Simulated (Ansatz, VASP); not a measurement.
# Mg: VASP beside Ansatz

INCAR

```
ALGO = Normal
EDIFF = 1E-6
ENCUT = 520
GGA = PS
ISIF = 2
ISMEAR = -1
LASPH = True
LCHARG = True
LELF = True
LREAL = False
LVHAR = True
LWAVE = False
NBANDS = 7
NELM = 100
PREC = Accurate
SIGMA = 0.05
```

Contents of KPOINTS:

```
k-points
0
Gamma
  16 16 16
```

Contents of POSCAR:

```
Mg
1.0
   -1.4765000000      1.4765000000      1.4912650000
    1.4765000000     -1.4765000000      1.4912650000
    1.4765000000      1.4765000000     -1.4912650000
Mg
1
Direct
    0.0000000000      0.0000000000      0.0000000000
```

Input for Ansatz:

```yaml
crystal:
  lattice:
    - [-1.4765, 1.4765, 1.491265]
    - [1.4765, -1.4765, 1.491265]
    - [1.4765, 1.4765, -1.491265]
  atoms:
    - { symbol: Mg, position: [0.0, 0.0, 0.0] }
kpoints:
  mp_grid: { grid: [16, 16, 16] }
  band_path:
    path:
      - [0.0, 0.0, 0.0]
      - [0.0, 0.0, 0.5]
      - [0.25, 0.25, 0.25]
      - [0.0, 0.5, 0.0]
      - [0.0, 0.0, 0.0]
      - [0.5, 0.5, -0.5]
      - [0.4950740124, 0.5049259876, -0.4950740124]
      - [-0.4950740124, 0.4950740124, 0.4950740124]
      - [0.0, 0.0, 0.0]
    npoints: 5
scf:
  occupations: { method: fermi_dirac, width: 0.05 }
hamiltonian:
  xc: pbesol
  pseudopotentials: { kind: all_electron, lapw: { basis_error: 0.00025 } }
output:
  forces: true
  stress: true
  eigenvalues: true
```

Change from the starting cell: zz strain of +1 %.

Alike in both runs: task single point; functional PBEsol; k mesh 16 × 16 × 16; occupations fermi-dirac, width 0.05 eV; no spin polarisation.

|  | VASP | Ansatz |
| --- | --- | --- |
| version | VASP 6.6.1 | Ansatz 0.2.0 |
| potentials or method | VASP PAW PBE potentials, release 64 (Mg), cutoff 520 eV | all-electron LAPW, scalar-relativistic |

VASP gave:

| Item | Value |
| --- | --- |
| pressure (GPa) | 59.2 |
| traceless stress, the component that is largest in VASP (GPa) | -0.50 |

Problem. What did Ansatz give for the same quantities?

Solution. Pressure (GPa): 57.9; traceless stress, the component that is largest in VASP (GPa): -0.49.

VASP's potentials were made for PBE, not for PBEsol. Both programs put the cell under a high pressure, so it lies far from rest at this level. Ansatz ran all-electron here, and VASP with PAW potentials.
